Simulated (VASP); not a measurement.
# NiO in VASP: notebook

Runs on NiO. Level: r2SCAN. Tasks: single point.

All numbers are computed with VASP 6.6.1; they aren't measurements. Logs are shortened: lines on timing, memory, paths and dates and some standing lists are left out, and cuts for length are marked.

## Step 1: The cell of the first run

It takes space group Fm-3m (No. 225, cubic). The conventional cell has a = 4.189 Å, b = 4.189 Å, c = 4.189 Å, α = 90.00°, β = 90.00°, γ = 90.00°. Ni (site symmetry m-3m) has 6 O at 2.09 Å within 2.8 Å. O (site symmetry m-3m) has 6 Ni at 2.09 Å within 2.8 Å.

## Step 2: Single point, r2SCAN, collinear spin, ferromagnetic start

Input file POSCAR:

```
NiO
1.0
    0.0000000000      2.0942984970      2.0942984970
    2.0942984970      0.0000000000      2.0942984970
    2.0942984970      2.0942984970      0.0000000000
Ni O
1 1
Direct
    0.0000000000      0.0000000000      0.0000000000
    0.5000000000      0.5000000000      0.5000000000
```

Input file INCAR.step1:

```
SYSTEM = NiO
ALGO = Normal ; EDIFF = 1E-4
ENCUT = 520 ; GGA = PE
ISMEAR = 0 ; ISPIN = 2
LASPH = .TRUE. ; LCHARG = .FALSE.
LMAXMIX = 4 ; LREAL = .FALSE.
LWAVE = .TRUE. ; MAGMOM = 1.84 0.31
NBANDS = 19 ; NELM = 150
PREC = Accurate ; SIGMA = 0.02
```

Input file INCAR.step2:

```
SYSTEM = NiO
ALGO = Normal ; EDIFF = 1E-7
ENCUT = 520 ; ISIF = 2
ISMEAR = 0 ; ISPIN = 2
ISTART = 1 ; LASPH = .TRUE.
LCHARG = .FALSE. ; LMAXMIX = 4
LMIXTAU = .TRUE. ; LORBIT = 11
LREAL = .FALSE. ; LWAVE = .FALSE.
MAGMOM = 1.84 0.31 ; METAGGA = R2SCAN
NBANDS = 19 ; NELM = 150
PREC = Accurate ; SIGMA = 0.02
```

Input file KPOINTS:

```
k-points
0
G
  12 12 12
  0 0 0
```

Potentials or basis: VASP PAW PBE potentials, release 64 (Ni, O).

Run with:

```
cat potpaw_PBE.64/Ni/POTCAR potpaw_PBE.64/O/POTCAR > POTCAR
cp INCAR.step1 INCAR
mpirun -np 1 vasp_std > vasp.out
cp INCAR.step2 INCAR
mpirun -np 1 vasp_std > vasp.out
```

OUTCAR:

```text
SYSTEM = NiO
   EDIFF = 1E-7
   ENCUT = 520
   ISIF = 2
   ISMEAR = 0
   ISPIN = 2
   ISTART = 1
   LASPH = .TRUE.
   LORBIT = 11
   LREAL = .FALSE.
   METAGGA = R2SCAN
   NELM = 150
   PREC = Accurate

 ion  position               nearest neighbor table
   1  0.000  0.000  0.000-   2 2.09   2 2.09   2 2.09   2 2.09   2 2.09   2 2.09
   2  0.500  0.500  0.500-   1 2.09   1 2.09   1 2.09   1 2.09   1 2.09   1 2.09

  LATTYP: Found a face centered cubic cell.
 ALAT       =     4.1885969940

  Lattice vectors:

 A1 = (   0.0000000000,   2.0942984970,   2.0942984970)
 A2 = (   2.0942984970,   0.0000000000,   2.0942984970)
 A3 = (   2.0942984970,   2.0942984970,   0.0000000000)

Analysis of symmetry for initial positions (statically):
=====================================================================
 Subroutine PRICEL returns:
 Original cell was already a primitive cell.

 Routine SETGRP: Setting up the symmetry group for a
 face centered cubic supercell.

 Subroutine GETGRP returns: Found 48 space group operations
 (whereof 48 operations were pure point group operations)
 out of a pool of 48 trial point group operations.

The static configuration has the point symmetry O_h .

Analysis of symmetry for dynamics (positions and initial velocities):
=====================================================================
 Subroutine PRICEL returns:
 Original cell was already a primitive cell.

 Routine SETGRP: Setting up the symmetry group for a
 face centered cubic supercell.

 Subroutine GETGRP returns: Found 48 space group operations
 (whereof 48 operations were pure point group operations)
 out of a pool of 48 trial point group operations.

The dynamic configuration has the point symmetry O_h .

Analysis of structural, dynamic, and magnetic symmetry:
=====================================================================
 Subroutine PRICEL returns:
 Original cell was already a primitive cell.

 Routine SETGRP: Setting up the symmetry group for a
 face centered cubic supercell.

 Subroutine GETGRP returns: Found 48 space group operations
 (whereof 48 operations were pure point group operations)
 out of a pool of 48 trial point group operations.

The overall configuration has the point symmetry O_h .

 Subroutine INISYM returns: Found 48 space group operations
 (whereof 48 operations are pure point group operations),
 and found     1 'primitive' translations

----------------------------------------------------------------------------------------

                                     Primitive cell

  volume of cell :      18.3715

  direct lattice vectors                    reciprocal lattice vectors
     0.000000000  2.094298497  2.094298497    -0.238743427  0.238743427  0.238743427
     2.094298497  0.000000000  2.094298497     0.238743427 -0.238743427  0.238743427
     2.094298497  2.094298497  0.000000000     0.238743427  0.238743427 -0.238743427

  length of vectors
     2.961785338  2.961785338  2.961785338     0.413515745  0.413515745  0.413515745

  position of ions in fractional coordinates (direct lattice)
     0.000000000  0.000000000  0.000000000
     0.500000000  0.500000000  0.500000000

  ion indices of the primitive-cell ions
   primitive index   ion index
                 1           1
                 2           2

----------------------------------------------------------------------------------------

 KPOINTS: k-points

Automatic generation of k-mesh.
 Grid dimensions read from file:
 generate k-points for:   12   12   12

 Generating k-lattice:

  Cartesian coordinates                     Fractional coordinates (reciprocal lattice)
    -0.019895286  0.019895286  0.019895286     0.083333333  0.000000000  0.000000000
     0.019895286 -0.019895286  0.019895286     0.000000000  0.083333333  0.000000000
     0.019895286  0.019895286 -0.019895286     0.000000000  0.000000000  0.083333333

  Length of vectors
     0.034459645  0.034459645  0.034459645

  Shift w.r.t. Gamma in fractional coordinates (k-lattice)
     0.000000000  0.000000000  0.000000000

 Subroutine IBZKPT returns following result:
 ===========================================

 Found     72 irreducible k-points:

 Following reciprocal coordinates:
            Coordinates               Weight
  0.000000  0.000000  0.000000      1.000000
  0.083333  0.000000  0.000000      8.000000
  0.166667  0.000000  0.000000      8.000000
  0.250000  0.000000  0.000000      8.000000
  0.333333  0.000000  0.000000      8.000000
  0.416667  0.000000  0.000000      8.000000
[... 16 lines left out ...]
  0.500000  0.166667  0.000000     24.000000
 -0.416667  0.166667  0.000000     24.000000
 [... further k-points ...]
   k-points           NKPTS =     72   k-points in BZ     NKDIM =     72   number of bands    NBANDS=     19
   number of dos      NEDOS =    301   number of ions     NIONS =      2
   total plane-waves  NPLWV =  13824
   dimension x,y,z NGX =    24 NGY =   24 NGZ =   24
   dimension x,y,z NGXF=    48 NGYF=   48 NGZF=   48
   ions per type =               1   1
   NGX,Y,Z   is equivalent  to a cutoff of  13.47, 13.47, 13.47 a.u.
   NGXF,Y,Z  is equivalent  to a cutoff of  26.94, 26.94, 26.94 a.u.
 SYSTEM =  NiO
   PREC   = accura    normal or accurate (medium, high low for compatibility)
   ISTART =      1    job   : 0-new  1-cont  2-samecut
   ICHARG =      0    charge: 1-file 2-atom 10-const
   ISPIN  =      2    spin polarized calculation?
   LNONCOLLINEAR =      F non collinear calculations
   LSORBIT =      F    spin-orbit coupling
   LASPH  =      T    aspherical Exc in radial PAW
   ENCUT  =  520.0 eV  38.22 Ry    6.18 a.u.   5.51  5.51  5.51*2*pi/ulx,y,z
   NELM   =    150;   NELMIN=  2; NELMDL=  0     # of ELM steps
   EDIFF  = 0.1E-06   stopping-criterion for ELM
   LREAL  =      F    real-space projection
   EDIFFG = 0.1E-05   stopping-criterion for IOM
   NSW    =      0    number of steps for IOM
   IBRION =     -1    ionic relax: 0-MD 1-quasi-New 2-CG
   NFREE  =      0    steps in history (QN), initial steepest desc. (CG)
   ISIF   =      2    stress and relaxation
   ISYM   =      2    0-nonsym 1-usesym 2-fastsym
   POTIM  = 0.5000    time-step for ionic-motion
   TEBEG  =    0.0;   TEEND  =   0.0 temperature during run
   PSTRESS=    0.0 pullay stress
   NELECT =      16.0000    total number of electrons
   NUPDOWN=      -1.0000    fix difference up-down
   EMIN   =  10.00;   EMAX   =-10.00  energy-range for DOS
   EFERMI =   0.00;   METHOD = LEGACY
   ISMEAR =     0;   SIGMA  =   0.02  broadening in eV -4-tet -1-fermi 0-gaus
   EFERMI_NEDOS =   21; number of points for ismear=-14 and -15
   IALGO  =     38    algorithm
   IMIX   =      4    mixing-type and parameters
     AMIX     =   0.40;   BMIX     =  1.00
     AMIX_MAG =   1.60;   BMIX_MAG =  1.00
  volume/ion in A,a.u.               =       9.19        61.99
  Fermi-wavevector in a.u.,A,eV,Ry     =   1.563386  2.954371 33.255035  2.444176
  Thomas-Fermi vector in A             =   2.666165
   LORBIT       =     11    0 simple, 1 ext, 2 COOP (PROOUT), +10 PAW based schemes
   METAGGA = R2SCAN    functional components
   LHFCALC =     F    Hartree Fock is set to
   AEXX    =    0.0000 exact exchange contribution
   IVDW    =     0    specifies the selected vdW correction
   LEPSILON=     F    determine dielectric tensor
   LRPA    =     F    only Hartree local field effects (RPA)
 spin polarized calculation
 Gauss-broadening in eV      SIGMA  =   0.02
  energy-cutoff  :      520.00
  volume of cell :       18.37
 maximum number of plane-waves:       531
 NGX is ok and might be reduce to    24
   NGX = 11   NGY = 11   NGZ = 11

 number of electron      16.0000007 magnetization       1.9999970

 Free energy of the ion-electron system (eV)
  ---------------------------------------------------
  ext. energy  EPLUGINS =         0.00000000
  ---------------------------------------------------
  free energy    TOTEN  =       -20.11091508 eV

  energy without entropy =      -20.11091508  energy(sigma->0) =      -20.11091508

 E-fermi :   7.4801     XC(G=0): -13.3527

 val. band max:        7.3833597887   @ k =   0.5000   0.0000   0.0000
 cond. band min:       8.1241199083   @ k =   0.0000   0.0000   0.0000
 fundamental gap:      0.7407601196
 Fermi energy:         7.4800624050

 spin component 1

 k-point     1 :       0.0000    0.0000    0.0000
  band No.  band energies     occupation
      1     -13.6172      1.00000
      2       3.4169      1.00000
      3       3.4169      1.00000
      4       4.3093      1.00000
      5       4.3094      1.00000
      6       4.3095      1.00000
[... 11 lines left out ...]
     18      34.1325      0.00000
     19      34.1327      0.00000

 k-point     2 :       0.0833    0.0000    0.0000
  band No.  band energies     occupation
      1     -13.5409      1.00000
      2       3.0775      1.00000
      3       3.0776      1.00000
      4       3.7044      1.00000
      5       4.2808      1.00000
      6       4.2808      1.00000
[... 11 lines left out ...]
     18      35.4012      0.00000
     19      35.4015      0.00000

 k-point     3 :       0.1667    0.0000    0.0000
  band No.  band energies     occupation
      1     -13.3252      1.00000
      2       2.4878      1.00000
      3       2.4879      1.00000
      4       2.5606      1.00000
      5       4.3770      1.00000
      6       4.3771      1.00000
[... 434 lines left out ...]
      1     -12.2940      1.00000
      2      -0.1609      1.00000
      3       1.1994      1.00000
      4       1.4365      1.00000
      5       4.6377      1.00000
      6       4.9260      1.00000
[... 11 lines left out ...]
     18      38.1800      0.00000
     19      39.6814      0.00000

 k-point    24 :      -0.4167    0.1667    0.0000
  band No.  band energies     occupation
      1     -12.2612      1.00000
      2      -0.2444      1.00000
      3       1.2589      1.00000
      4       1.2597      1.00000
      5       4.6798      1.00000
      6       4.9231      1.00000
[... 11 lines left out ...]
     18      38.9258      0.00000
     19      39.1624      0.00000

 [... further k-points ...]

 spin component 2

 k-point     1 :       0.0000    0.0000    0.0000
  band No.  band energies     occupation
      1     -13.0854      1.00000
      2       5.1942      1.00000
      3       5.1945      1.00000
      4       5.1946      1.00000
      5       5.3168      1.00000
      6       5.3168      1.00000
[... 11 lines left out ...]
     18      35.1464      0.00000
     19      35.1472      0.00000

 k-point     2 :       0.0833    0.0000    0.0000
  band No.  band energies     occupation
      1     -13.0049      1.00000
      2       4.4159      1.00000
      3       4.8797      1.00000
      4       4.8798      1.00000
      5       5.4489      1.00000
      6       5.4490      1.00000
[... 11 lines left out ...]
     18      36.3697      0.00000
     19      36.3702      0.00000

 k-point     3 :       0.1667    0.0000    0.0000
  band No.  band energies     occupation
      1     -12.7772      1.00000
      2       3.1780      1.00000
      3       4.3536      1.00000
      4       4.3537      1.00000
      5       5.6019      1.00000
      6       5.6021      1.00000
[... 434 lines left out ...]
      1     -11.6647      1.00000
      2       0.3047      1.00000
      3       2.6946      1.00000
      4       3.2055      1.00000
      5       5.8848      1.00000
      6       6.1625      1.00000
[... 11 lines left out ...]
     18      38.8200      0.00000
     19      40.4616      0.00000

 k-point    24 :      -0.4167    0.1667    0.0000
  band No.  band energies     occupation
      1     -11.6303      1.00000
      2       0.2288      1.00000
      3       2.6185      1.00000
      4       3.1343      1.00000
      5       6.0277      1.00000
      6       6.1075      1.00000
[... 11 lines left out ...]
     18      39.6149      0.00000
     19      39.9105      0.00000

 [... further k-points ...]

------------------------ aborting loop because EDIFF is reached ----------------------------------------

  FORCE on cell =-STRESS in cart. coord.  units (eV):
  Direction    XX          YY          ZZ          XY          YZ          ZX
  --------------------------------------------------------------------------------------
  -------------------------------------------------------------------------------------
  Total        0.0080740      0.0080740      0.0080740      0.0000000      0.0000000      0.0000000
  in kB        0.7041300      0.7041300      0.7041300      0.0000000      0.0000000      0.0000000
  external PRESSURE =       0.7041300 kB  Pullay stress =       0.0000000 kB

 VOLUME and BASIS-vectors are now :
 -----------------------------------------------------------------------------
  energy-cutoff  :      520.00
  volume of cell :       18.37
      direct lattice vectors                 reciprocal lattice vectors
     0.000000000  2.094298497  2.094298497    -0.238743427  0.238743427  0.238743427
     2.094298497  0.000000000  2.094298497     0.238743427 -0.238743427  0.238743427
     2.094298497  2.094298497  0.000000000     0.238743427  0.238743427 -0.238743427

 POSITION                                       TOTAL-FORCE (eV/Angst)
 -----------------------------------------------------------------------------------
      0.00000      0.00000      0.00000        -0.000000      0.000000     -0.000000
      2.09430      2.09430      2.09430         0.000000     -0.000000      0.000000
 -----------------------------------------------------------------------------------
    total drift:                                0.000000     -0.000000     -0.000000

  FREE ENERGIE OF THE ION-ELECTRON SYSTEM (eV)
  ---------------------------------------------------
  free  energy   TOTEN  =       -20.1109150842 eV

  energy  without entropy=      -20.1109150842  energy(sigma->0) =      -20.11091508

 total charge

# of ion       s       p       d       tot
------------------------------------------
    1        0.334   0.413   8.167   8.913
    2        1.555   3.491   0.000   5.045
--------------------------------------------------
tot          1.889   3.903   8.167  13.959

 magnetization (x)

# of ion       s       p       d       tot
------------------------------------------
    1        0.011   0.012   1.671   1.693
    2        0.028   0.248   0.000   0.276
--------------------------------------------------
tot          0.039   0.259   1.671   1.969
```

Wall time 66 s (1 thread of Intel Xeon 6975P-C (Granite Rapids), shared host); peak memory 0.18 GiB.

Results:

| Item | Value |
| --- | --- |
| Free energy | -20.1109 eV |
| Pressure | 0.1 GPa |
| Band gap on the k mesh | 0.74 eV, indirect (least direct gap 1.75 eV) |
| Net moment | 2.00 μB per cell |
| Site moments | Ni +1.69; O +0.28 μB |
| Valence electrons inside the program's atomic spheres | Ni 8.91; O 5.04 |

Levels at points of the mesh, in eV from the valence-band top:
Spin up:
```csv
k point,band 6,band 7,band 8,band 9,band 10,band 11,band 12,band 13
"(0.00, 0.00, 0.00)",-3.07,-2.75,-2.75,-2.75,2.15,18.80,19.62,19.62
"(0.50, 0.00, 0.00)",-2.49,-1.82,0.00,0.00,6.35,10.87,14.85,14.85
"(0.50, 0.50, 0.00)",-3.67,-3.12,-2.17,-2.17,6.77,11.60,12.75,17.68
```
Spin down:
```tsv
k point	band 4	band 5	band 6	band 7	band 8	band 9	band 10	band 11
(0.00, 0.00, 0.00)	-2.19	-2.07	-2.07	-2.07	0.74	0.74	2.71	18.89
(0.50, 0.00, 0.00)	-4.35	-1.25	-1.25	-0.88	3.49	3.49	6.65	11.69
(0.50, 0.50, 0.00)	-3.49	-3.05	-1.20	-1.20	1.20	1.74	7.41	12.21
```

Caveat: the PAW data sets were made with another functional, which shifts forces and pressure a little; a cell with one magnetic atom can't hold antiferromagnetic order, which such compounds often take. A k mesh can miss the band edges.

[end of part 1 of 2]
